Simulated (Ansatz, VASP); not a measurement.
# Two plane-wave programs on ZnS

INCAR

```
ALGO     = Normal         # electronic algorithm
EDIFF    = 1E-6           # SCF threshold, eV
ENCUT    = 520            # plane-wave cutoff, eV
GGA      = PE             # functional
ISIF     = 2              # what is computed and relaxed
ISMEAR   = 0              # smearing method
LASPH    = T              # aspherical terms in the spheres
LCHARG   = T              # write CHGCAR
LELF     = T              # ELF
LREAL    = F              # projectors in reciprocal space
LVHAR    = T            
LWAVE    = F              # write WAVECAR
NBANDS   = 26             # bands
NELM     = 100            # most SCF steps
PREC     = Accurate       # precision mode
SIGMA    = 0.05           # smearing width, eV
```

Contents of KPOINTS:

```
k-points
0
Gamma
  9 9 6
```

The input POSCAR:

```
ZnS
1.0
    3.9155764935      0.0000000000      0.0000000000
   -1.9577882467      3.3909887138      0.0000000000
    0.0000000000      0.0000000000      5.3506352783
Zn S
2 2
Direct
    0.3333333333      0.6666666667      0.0052003725
    0.6666666667      0.3333333333      0.5052003725
    0.3333333333      0.6666666667      0.3797996275
    0.6666666667      0.3333333333      0.8797996275
```

Input for Ansatz:

```yaml
crystal:
  lattice:
    - [3.9155764935, 0.0, 0.0]
    - [-1.9577882467, 3.3909887138, 0.0]
    - [0.0, 0.0, 5.3506352783]
  atoms:
    - { symbol: Zn, position: [0.3333333333, 0.6666666667, 0.0052003725] }
    - { symbol: Zn, position: [0.6666666667, 0.3333333333, 0.5052003725] }
    - { symbol: S, position: [0.3333333333, 0.6666666667, 0.3797996275] }
    - { symbol: S, position: [0.6666666667, 0.3333333333, 0.8797996275] }
basis:
  ecutwfc: 520.0
kpoints:
  mp_grid: { grid: [9, 9, 6] }
hamiltonian:
  xc: pbe
scf:
  occupations: { method: gaussian, width: 0.05 }
output:
  forces: true
  stress: true
  eigenvalues: true
```

Alike in both runs: task single point; functional PBE; k mesh 9 × 9 × 6; occupations gaussian, width 0.05 eV; no spin polarisation.

```csv
,VASP,Ansatz
version,VASP 6.6.1,Ansatz 0.2.0
potentials or method,"VASP PAW PBE potentials, release 64 (Zn, S), cutoff 520 eV","scalar-relativistic, plane waves, PAW"
valence electrons in the cell,36,36
```

```csv
,VASP,Ansatz,Ansatz less VASP
gap on the k mesh at the Fermi level (eV),1.82,1.82,+0.004
least direct gap on the mesh (eV),1.82,1.82,+0.004
pressure (GPa),18.6,18.4,-0.21
"traceless stress, the component that is largest in VASP (GPa)",31.95,31.88,-0.075
rms of the force components (eV/Å),2.064,2.056,-0.0080
```

Atom by atom the forces differ by 0.008 eV/Å (rms over components).
